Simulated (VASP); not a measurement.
A run of VASP 6.6.1 is set up as follows.

INCAR

```
  ALGO = Normal
  EDIFF = 1E-7
  EDIFFG = -0.01
  ENCUT = 500
  GGA = PS
  GGA_COMPAT = F
  IBRION = 2
  ISIF = 3
  ISMEAR = -1
  LASPH = T
  LCHARG = F
  LREAL = F
  LWAVE = F
  NELM = 120
  NELMIN = 4
  NSW = 60
  PREC = Accurate
  PSTRESS = 20.0
  SIGMA = 0.05
```

File KPOINTS:

```
k-points
0
Gamma
  11 11 6
```

The input POSCAR:

```
Ir
1.0
    2.7513778946      0.0000000000      0.0000000000
   -1.3756889473      2.3827631521      0.0000000000
    0.0000000000      0.0000000000      4.4622900000
Ir
2
Direct
    0.3333333333      0.6666666667      0.2500000000
    0.6666666667      0.3333333333      0.7500000000
```

Potentials or basis: VASP PAW PBE potentials, release 64 (Ir).

Command:

```console
$ cat potpaw_PBE.64/Ir/POTCAR > POTCAR
$ mpirun -np 1 vasp_std > vasp.out
```

(1) Estimate the relaxed volume.

(2) Predict the relaxed cell.

(3) Estimate the space group after relaxing (to 0.05 Å).

Answers

(1) 14.08 Å³/atom.

(2) a = 2.717 Å, b = 2.717 Å, c = 4.405 Å, α = 90.00°, β = 90.00°, γ = 120.00°.

(3) P6_3/mmc (No. 194).

Caveat: the cell is relaxed towards a set pressure, so the enthalpy falls and the energy may rise; the PAW data sets were made with another functional, which shifts forces and pressure a little.
